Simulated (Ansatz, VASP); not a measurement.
**NiO in VASP and in Ansatz**

```
Ni O
1.0
     0.00000    1.70183    4.79312
    -1.47383   -0.85092    4.79312
     1.47383   -0.85092    4.79312
Ni O
2 2
Direct
  0.50000 0.50000 0.50000
  0.00000 0.00000 0.00000
  0.25000 0.25000 0.25000
  0.75000 0.75000 0.75000
```

Alike in both runs: task single point; functional r2SCAN; k mesh 10 × 10 × 10; occupations gaussian, width 0.05 eV; collinear spin.

|  | VASP | Ansatz |
| --- | --- | --- |
| version | VASP 6.6.1 | Ansatz 0.2.0 |
| potentials or method | VASP PAW PBE potentials, release 64 (Ni, O), cutoff 520 eV | scalar-relativistic, plane waves, PAW |
| valence electrons in the cell | 32 | 48 |

|  | VASP | Ansatz | Ansatz less VASP |
| --- | --- | --- | --- |
| gap on the k mesh at the Fermi level (eV) | 2.31 | 2.39 | +0.075 |
| least direct gap on the mesh (eV) | 2.56 | 2.61 | +0.052 |
| pressure (GPa) | 0.1 | 0.0 | -0.06 |
| net moment per atom (μB) | 0.00 | 0.00 | 0.000 |
| size of the moment on the site where the two differ most (μB) | 1.56 | 1.57 | +0.016 |

VASP's potentials were made for PBE, not for r2SCAN. Site moments also hang on the region over which each program counts them. VASP's potentials hold 32 valence electrons a cell and Ansatz's 48, so a difference there can come from the potentials and not from the codes. Ansatz's warnings: stability check not made.
